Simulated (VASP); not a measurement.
# ZrS2 (P-3m1) in VASP: notebook, part 2 of 3

VASP 6.6.1. Earlier steps stand in the parts before.

### 4 Relaxation of cell and atoms, RPBE

This run uses another cell than the first one, of 23.76 Å³/atom.

File INCAR:

```
PREC     = Accurate       # precision mode
ENCUT    = 500            # plane-wave cutoff, eV
EDIFF    = 1E-7           # SCF threshold, eV
ISMEAR   = -1             # smearing method
SIGMA    = 0.01           # smearing width, eV
LREAL    = F              # projectors in reciprocal space
LASPH    = T              # aspherical terms in the spheres
NELM     = 120            # most SCF steps
ALGO     = Normal         # electronic algorithm
ISIF     = 3              # what is computed and relaxed
LWAVE    = F              # write WAVECAR
LCHARG   = F              # write CHGCAR
GGA      = RP             # functional
IBRION   = 2              # ionic algorithm
NSW      = 80             # ionic steps
EDIFFG   = -0.005         # ionic threshold
GGA_COMPAT= F            
NELMIN   = 4
```

File KPOINTS:

```
Automatic mesh
0
Gamma
  12 12 4
```

File POSCAR:

```
ZrS2
1.0
    3.6913830000      0.0000000000      0.0000000000
   -1.8456910000      3.1968310000      0.0000000000
    0.0000000000      0.0000000000      6.0410770000
Zr S
1 2
Direct
    0.0000000000      0.0000000000      0.0000000000
    0.6666666667      0.3333333333      0.7620900000
    0.3333333333      0.6666666667      0.2379100000
```

Started as:

```bash
> cat potpaw_PBE.64/Zr_sv/POTCAR potpaw_PBE.64/S/POTCAR > POTCAR
> mpirun -np 1 vasp_std > vasp.out
```

It took 12 min on 1 thread of Intel Xeon 6975P-C (Granite Rapids), shared host; peak memory 0.25 GiB.

The run converged. Its results:

- Free energy: -20.4948 eV
- Relaxed volume: 29.17 Å³/atom
- Relaxed cell: a = 3.718 Å, b = 3.718 Å, c = 7.309 Å, α = 90.00°, β = 90.00°, γ = 120.00°
- Space group after relaxing (to 0.1 Å): P-3m1 (No. 164)
- Energy gained by relaxing: 29.4 meV/atom
- Ionic steps: 30
- Pressure after relaxing: 0.0 GPa
- Band gap on the k mesh: 1.27 eV (least direct gap 1.74 eV)

Step by step:
| step | energy change (eV) | largest force (eV/Å) | pressure (GPa) | volume (Å³) |
| --- | --- | --- | --- | --- |
| 1 | 0.0000 | 0.1305 | 2.50 | 71.29 |
| 2 | -0.0019 | 0.5314 | -2.13 | 75.19 |
| 3 | -0.0160 | 0.2210 | 0.00 | 73.26 |
| 4 | -0.0227 | 0.2179 | 0.02 | 73.69 |
| 5 | -0.0392 | 0.2061 | 0.12 | 74.96 |
| 6 | -0.0597 | 0.1707 | 0.46 | 77.46 |
| 7 | -0.0631 | 0.0320 | 1.60 | 82.26 |
| 8 | -0.0676 | 0.0699 | 1.19 | 80.30 |
| 9 | -0.0723 | 0.1238 | 0.72 | 81.25 |
| 10 | -0.0778 | 0.2750 | -0.56 | 84.12 |
| 11 | -0.0821 | 0.2105 | -0.47 | 84.71 |
| 12 | -0.0873 | 0.0616 | -0.26 | 86.07 |
| 13 | -0.0875 | 0.0233 | -0.20 | 86.43 |
| 14 | -0.0877 | 0.0077 | 0.04 | 86.15 |
| 15 | -0.0877 | 0.0077 | 0.04 | 86.15 |
| 16 | -0.0878 | 0.0002 | 0.03 | 86.16 |
| 17 | -0.0878 | 0.0138 | 0.00 | 86.19 |
| 18 | -0.0878 | 0.0119 | 0.02 | 86.20 |
| 19 | -0.0879 | 0.0063 | 0.06 | 86.23 |
| 20 | -0.0879 | 0.0052 | 0.13 | 86.30 |
| 21 | -0.0879 | 0.0052 | 0.13 | 86.31 |
| 22 | -0.0879 | 0.0049 | 0.13 | 86.33 |
| 23 | -0.0879 | 0.0043 | 0.13 | 86.36 |
| 24 | -0.0879 | 0.0033 | 0.12 | 86.43 |
| 25 | -0.0880 | 0.0013 | 0.11 | 86.57 |
| 26 | -0.0881 | 0.0024 | 0.09 | 86.86 |
| 27 | -0.0881 | 0.0094 | 0.05 | 87.43 |
| 28 | -0.0882 | 0.0109 | 0.01 | 87.47 |
| 29 | -0.0882 | 0.0133 | -0.04 | 87.54 |
| 30 | -0.0882 | 0.0019 | 0.00 | 87.51 |

Final structure:
```yaml
crystal:
  lattice:
    - [3.71827, 0.00000, 0.00000]
    - [-1.85913, 3.22012, 0.00000]
    - [0.00000, 0.00000, 7.30888]
  atoms:
    - { symbol: Zr, position: [0.00000, 0.00000, 0.00000] }
    - { symbol: S, position: [0.66667, 0.33333, 0.80168] }
    - { symbol: S, position: [0.33333, 0.66667, 0.19832] }
```

Levels at points of the mesh, in eV from the valence-band top:
| k point | band 10 | band 11 | band 12 | band 13 | band 14 | band 15 |
| --- | --- | --- | --- | --- | --- | --- |
| (0.00, 0.00, 0.00) | -0.49 | 0.00 | 0.00 | 1.74 | 1.74 | 2.60 |
| (0.50, 0.00, 0.00) | -2.07 | -1.13 | -0.92 | 1.32 | 3.33 | 3.59 |
| (0.00, 0.00, 0.50) | -0.89 | -0.01 | -0.01 | 1.74 | 1.74 | 2.77 |
| (0.50, 0.00, 0.50) | -2.06 | -0.98 | -0.90 | 1.27 | 3.33 | 3.58 |

Caveat: the volume moved by over 15 % at a fixed basis, so the end points are rough; the PAW data sets were made with another functional, which shifts forces and pressure a little; this functional lacks dispersion, which binds layers or chains, so the pressure and a relaxed spacing across them are unreliable. A k mesh can miss the band edges.

### 5 Relaxation of cell and atoms, revPBE+D3(BJ)

This run uses another cell than the first one, of 23.76 Å³/atom.

File INCAR:

```
SYSTEM = ZrS2
PREC = Accurate
ENCUT = 500
EDIFF = 1E-7
ISMEAR = -1
SIGMA = 0.01
LREAL = .False.
LASPH = .True.
NELM = 120
ALGO = Normal
ISIF = 3
LWAVE = .False.
LCHARG = .False.
GGA = RE
IVDW = 12
IBRION = 2
NSW = 80
EDIFFG = -0.005
GGA_COMPAT = .False.
NELMIN = 4
```

File KPOINTS:

```
Automatic mesh
0
Gamma
  12 12 4
  0 0 0
```

POSCAR is that of step 4.

Potentials or basis: VASP PAW PBE potentials, release 64 (Zr_sv, S).

Started as:

```bash
> cat potpaw_PBE.64/Zr_sv/POTCAR potpaw_PBE.64/S/POTCAR > POTCAR
> mpirun -np 1 vasp_std > vasp.out
```

OUTCAR:

```text
SYSTEM = ZrS2
   PREC = Accurate
   ENCUT = 500
   EDIFF = 1E-7
   ISMEAR = -1
   LREAL = .False.
   LASPH = .True.
   NELM = 120
   ISIF = 3
   GGA = RE
   IVDW = 12
   IBRION = 2
   NSW = 80
   EDIFFG = -0.005
   NELMIN = 4
 IVDW          = 12

 ion  position               nearest neighbor table
   1  0.000  0.000  0.000-   3 2.57   2 2.57   3 2.57   2 2.57   2 2.57   3 2.57
   2  0.667  0.333  0.762-   1 2.57   1 2.57   1 2.57
   3  0.333  0.667  0.238-   1 2.57   1 2.57   1 2.57

  LATTYP: Found a hexagonal cell.
 ALAT       =     3.6913830000
 C/A-ratio  =     1.6365348705

  Lattice vectors:

 A1 = (   3.6913830000,   0.0000000000,   0.0000000000)
 A2 = (  -1.8456910000,   3.1968310000,   0.0000000000)
 A3 = (   0.0000000000,   0.0000000000,   6.0410770000)

Analysis of symmetry for initial positions (statically):
=====================================================================
 Subroutine PRICEL returns:
 Original cell was already a primitive cell.

 Routine SETGRP: Setting up the symmetry group for a
 hexagonal supercell.

 Subroutine GETGRP returns: Found 12 space group operations
 (whereof 12 operations were pure point group operations)
 out of a pool of 24 trial point group operations.

The static configuration has the point symmetry D_3d.

Analysis of symmetry for dynamics (positions and initial velocities):
=====================================================================
 Subroutine PRICEL returns:
 Original cell was already a primitive cell.

 Routine SETGRP: Setting up the symmetry group for a
 hexagonal supercell.

 Subroutine GETGRP returns: Found 12 space group operations
 (whereof 12 operations were pure point group operations)
 out of a pool of 24 trial point group operations.

The dynamic configuration has the point symmetry D_3d.

 Subroutine INISYM returns: Found 12 space group operations
 (whereof 12 operations are pure point group operations),
 and found     1 'primitive' translations

----------------------------------------------------------------------------------------

                                     Primitive cell

  volume of cell :      71.2891

  direct lattice vectors                    reciprocal lattice vectors
     3.691383000  0.000000000  0.000000000     0.270901177  0.156404847  0.000000000
    -1.845691000  3.196831000  0.000000000     0.000000000  0.312809779  0.000000000
     0.000000000  0.000000000  6.041077000     0.000000000  0.000000000  0.165533397

  length of vectors
     3.691383000  3.691382358  6.041077000     0.312809725  0.312809779  0.165533397

  position of ions in fractional coordinates (direct lattice)
     0.000000000  0.000000000  0.000000000
     0.666666667  0.333333333  0.762090000
     0.333333333  0.666666667  0.237910000

  ion indices of the primitive-cell ions
   primitive index   ion index
                 1           1
                 2           2
                 3           3

----------------------------------------------------------------------------------------

 KPOINTS: Automatic mesh

Automatic generation of k-mesh.
 Grid dimensions read from file:
 generate k-points for:   12   12    4

 Generating k-lattice:

  Cartesian coordinates                     Fractional coordinates (reciprocal lattice)
     0.022575098  0.013033737  0.000000000     0.083333333  0.000000000  0.000000000
     0.000000000  0.026067482  0.000000000     0.000000000  0.083333333  0.000000000
     0.000000000  0.000000000  0.041383349     0.000000000  0.000000000  0.250000000

  Length of vectors
     0.026067477  0.026067482  0.041383349

  Shift w.r.t. Gamma in fractional coordinates (k-lattice)
     0.000000000  0.000000000  0.000000000

 Subroutine IBZKPT returns following result:
 ===========================================

 Found     69 irreducible k-points:

 Following reciprocal coordinates:
            Coordinates               Weight
  0.000000  0.000000  0.000000      1.000000
  0.083333  0.000000  0.000000      6.000000
  0.166667 -0.000000  0.000000      6.000000
  0.250000  0.000000  0.000000      6.000000
  0.333333 -0.000000  0.000000      6.000000
  0.416667 -0.000000  0.000000      6.000000
[... 16 lines left out ...]
  0.166667 -0.000000  0.250000      6.000000
  0.000000  0.166667  0.250000      6.000000
 [... further k-points ...]
   k-points           NKPTS =     69   k-points in BZ     NKDIM =     69   number of bands    NBANDS=     16
   number of dos      NEDOS =    301   number of ions     NIONS =      3
   total plane-waves  NPLWV =  37632
   dimension x,y,z NGX =    28 NGY =   28 NGZ =   48
   dimension x,y,z NGXF=    56 NGYF=   56 NGZF=   96
   ions per type =               1   2
   NGX,Y,Z   is equivalent  to a cutoff of  12.61, 12.61, 13.21 a.u.
   NGXF,Y,Z  is equivalent  to a cutoff of  25.22, 25.22, 26.42 a.u.
 SYSTEM =  ZrS2
   PREC   = accura    normal or accurate (medium, high low for compatibility)
   ISTART =      0    job   : 0-new  1-cont  2-samecut
   ICHARG =      2    charge: 1-file 2-atom 10-const
   ISPIN  =      1    spin polarized calculation?
   LNONCOLLINEAR =      F non collinear calculations
   LSORBIT =      F    spin-orbit coupling
   LASPH  =      T    aspherical Exc in radial PAW
   ENCUT  =  500.0 eV  36.75 Ry    6.06 a.u.   6.73  6.73 11.01*2*pi/ulx,y,z
   NELM   =    120;   NELMIN=  4; NELMDL= -5     # of ELM steps
   EDIFF  = 0.1E-06   stopping-criterion for ELM
   LREAL  =      F    real-space projection
   EDIFFG = -.5E-02   stopping-criterion for IOM
   NSW    =     80    number of steps for IOM
   IBRION =      2    ionic relax: 0-MD 1-quasi-New 2-CG
   NFREE  =      1    steps in history (QN), initial steepest desc. (CG)
   ISIF   =      3    stress and relaxation
   ISYM   =      2    0-nonsym 1-usesym 2-fastsym
   POTIM  = 0.5000    time-step for ionic-motion
   TEBEG  =    0.0;   TEEND  =   0.0 temperature during run
   PSTRESS=    0.0 pullay stress
   NELECT =      24.0000    total number of electrons
   NUPDOWN=      -1.0000    fix difference up-down
   EMIN   =  10.00;   EMAX   =-10.00  energy-range for DOS
   EFERMI =   0.00;   METHOD = LEGACY
   ISMEAR =    -1;   SIGMA  =   0.01  broadening in eV -4-tet -1-fermi 0-gaus
   EFERMI_NEDOS =   21; number of points for ismear=-14 and -15
   IALGO  =     38    algorithm
   IMIX   =      4    mixing-type and parameters
     AMIX     =   0.40;   BMIX     =  1.00
     AMIX_MAG =   1.60;   BMIX_MAG =  1.00
  volume/ion in A,a.u.               =      23.76       160.36
  Fermi-wavevector in a.u.,A,eV,Ry     =   1.138861  2.152136 17.646827  1.297005
  Thomas-Fermi vector in A             =   2.275565
   LORBIT       =      0    0 simple, 1 ext, 2 COOP (PROOUT), +10 PAW based schemes
   GGA     = RE    functional components
   LHFCALC =     F    Hartree Fock is set to
   AEXX    =    0.0000 exact exchange contribution
   IVDW    =    12    specifies the selected vdW correction
   LEPSILON=     F    determine dielectric tensor
   LRPA    =     F    only Hartree local field effects (RPA)
 conjugate gradient relaxation of ions
 non-spin polarized calculation
  energy-cutoff  :      500.00
  volume of cell :       71.29
 maximum number of plane-waves:      1834
 NGX is ok and might be reduce to    28
   NGX = 13   NGY = 13   NGZ = 23

--------------------------------------- Ionic step        1  -------------------------------------------

 number of electron      23.9999999 magnetization

 Free energy of the ion-electron system (eV)
  ---------------------------------------------------
  ext. energy  EPLUGINS =         0.00000000
  ---------------------------------------------------
  free energy    TOTEN  =       -20.53109522 eV

  energy without entropy =      -20.53109522  energy(sigma->0) =      -20.53109522

------------------------ aborting loop because EDIFF is reached ----------------------------------------

 Edisp (eV)   -1.89186

 E8    (eV) :    -1.3019
[... 108 lines left out ...]
  FREE ENERGIE OF THE ION-ELECTRON SYSTEM (eV)
  ---------------------------------------------------
  free  energy   TOTEN  =       -22.4471128907 eV

  energy  without entropy=      -22.4471128907  energy(sigma->0) =      -22.44711289

 E-fermi :   6.3295     XC(G=0): -10.0225

 val. band max:        6.1421257870   @ k =   0.0000   0.0000   0.0000
 cond. band min:       6.5312638792   @ k =   0.5000   0.0000   0.5000
 fundamental gap:      0.3891380923
 Fermi energy:         6.3295267867

 k-point     1 :       0.0000    0.0000    0.0000
  band No.  band energies     occupation
      1     -43.0815      2.00000
      2     -21.1734      2.00000
      3     -20.9877      2.00000
      4     -20.9877      2.00000
      5      -7.2437      2.00000
      6      -5.4127      2.00000
[... 435 lines left out ...]
      5      -6.7845      2.00000
      6      -5.7255      2.00000
[... 8 lines left out ...]
     15       8.8546      0.00000
     16      10.5132      0.00000

 [... further k-points ...]

[... ionic steps 4 to 10 ...]

--------------------------------------- Ionic step       11  -------------------------------------------

 number of electron      24.0000000 magnetization

------------------------ aborting loop because EDIFF is reached ----------------------------------------
[... 77 lines left out ...]
--------------------------------------- Ionic step       13  -------------------------------------------

 number of electron      24.0000001 magnetization

 Free energy of the ion-electron system (eV)
  ---------------------------------------------------
  ext. energy  EPLUGINS =         0.00000000
  ---------------------------------------------------
  free energy    TOTEN  =       -20.33673600 eV

  energy without entropy =      -20.33673600  energy(sigma->0) =      -20.33673600

 E-fermi :   6.2174     XC(G=0):  -9.9383

 val. band max:        5.9590781700   @ k =   0.0000   0.0000   0.0000
 cond. band min:       6.4379838172   @ k =   0.5000   0.0000   0.5000
 fundamental gap:      0.4789056472
 Fermi energy:         6.2174332874

 k-point     1 :       0.0000    0.0000    0.0000
  band No.  band energies     occupation
      1     -43.2755      2.00000
      2     -21.3627      2.00000
      3     -21.1838      2.00000
      4     -21.1838      2.00000
      5      -7.3499      2.00000
      6      -5.5598      2.00000
[... 481 lines left out ...]
  FREE ENERGIE OF THE ION-ELECTRON SYSTEM (eV)
  ---------------------------------------------------
  free  energy   TOTEN  =       -22.5295771622 eV

  energy  without entropy=      -22.5295771622  energy(sigma->0) =      -22.52957716

 reached required accuracy - stopping structural energy minimisation
```

OSZICAR:

```text
N       E                     dE             d eps       ncg     rms          rms(c)
DAV:   1     0.176373546125E+03    0.17637E+03   -0.11764E+04  2208   0.133E+03
DAV:   2    -0.125815745781E+02   -0.18896E+03   -0.18599E+03  2896   0.310E+02
DAV:   3    -0.224570444258E+02   -0.98755E+01   -0.98620E+01  3952   0.683E+01
[... 149 lines left out ...]
DAV:   3    -0.203367507556E+02    0.94517E-04   -0.30143E-04  2952   0.125E-01    0.565E-02
DAV:   4    -0.203367389874E+02    0.11768E-04   -0.62265E-05  3536   0.504E-02    0.286E-02
DAV:   5    -0.203367375815E+02    0.14059E-05   -0.10300E-05  3592   0.220E-02    0.164E-02
DAV:   6    -0.203367360748E+02    0.15067E-05   -0.38998E-06  3592   0.142E-02    0.200E-03
DAV:   7    -0.203367359978E+02    0.76986E-07   -0.13497E-07  1896   0.300E-03
  13 F= -.22529577E+02 E0= -.22529577E+02  d E =-.605621E-03
```

It took 5.4 min on 1 thread of Intel Xeon 6975P-C (Granite Rapids), shared host; peak memory 0.25 GiB.

What came out:

```yaml
Free_energy: -22.5296 eV
Relaxed_volume: 20.95 Å³/atom
Relaxed_cell: a = 3.609 Å, b = 3.609 Å, c = 5.573 Å, α = 90.00°, β = 90.00°, γ = 120.00°
Space_group_after_relaxing_to_0.1_Å: P-3m1 (No. 164)
Energy_gained_by_relaxing: 35.5 meV/atom
Ionic_steps: 13
Pressure_after_relaxing: 0.0 GPa
Band_gap_on_the_k_mesh: 0.48 eV (least direct gap 1.31 eV)
Dispersion_energy_per_atom: -0.731 eV
```

Forces on the atoms (eV/Å):
```
Zr   0.000  0.000  0.000
S    0.000  0.000 -0.002
S    0.000  0.000  0.002
```

Step by step:
| step | energy change (eV) | largest force (eV/Å) | pressure (GPa) | volume (Å³) |
| --- | --- | --- | --- | --- |
| 1 | 0.0000 | 0.1261 | -2.82 | 71.29 |
| 2 | -0.0123 | 0.7892 | 2.61 | 67.06 |
| 3 | -0.0242 | 0.5060 | 0.23 | 68.76 |
| 4 | -0.0440 | 0.3652 | 0.09 | 67.87 |
| 5 | -0.0631 | 0.0018 | -0.22 | 65.71 |
| 6 | -0.0799 | 0.0075 | -0.15 | 64.77 |
| 7 | -0.1022 | 0.0462 | 0.24 | 62.76 |
| 8 | -0.1035 | 0.0768 | 0.49 | 61.97 |
| 9 | -0.1037 | 0.0661 | 0.41 | 62.21 |
| 10 | -0.1060 | 0.0796 | -0.35 | 62.91 |
| 11 | -0.1060 | 0.0805 | -0.40 | 62.95 |
| 12 | -0.1061 | 0.0764 | 0.36 | 62.76 |
| 13 | -0.1066 | 0.0024 | 0.00 | 62.85 |

Final structure:
```cif
data_structure
_symmetry_space_group_name_H-M 'P 1'
_symmetry_Int_Tables_number 1
_cell_length_a 3.6086
_cell_length_b 3.6086
_cell_length_c 5.5732
_cell_angle_alpha 90.000
_cell_angle_beta 90.000
_cell_angle_gamma 120.000
_cell_volume 62.85
loop_
_atom_site_label
_atom_site_type_symbol
_atom_site_fract_x
_atom_site_fract_y
_atom_site_fract_z
_atom_site_occupancy
Zr1 Zr 0.00000 0.00000 0.00000 1
S1 S 0.66667 0.33333 0.73648 1
S2 S 0.33333 0.66667 0.26352 1
```

Caveat: semilocal functionals underestimate gaps, and a narrow one can read as zero; the PAW data sets were made with another functional, which shifts forces and pressure a little.

(Continued in part 3 of 3.)
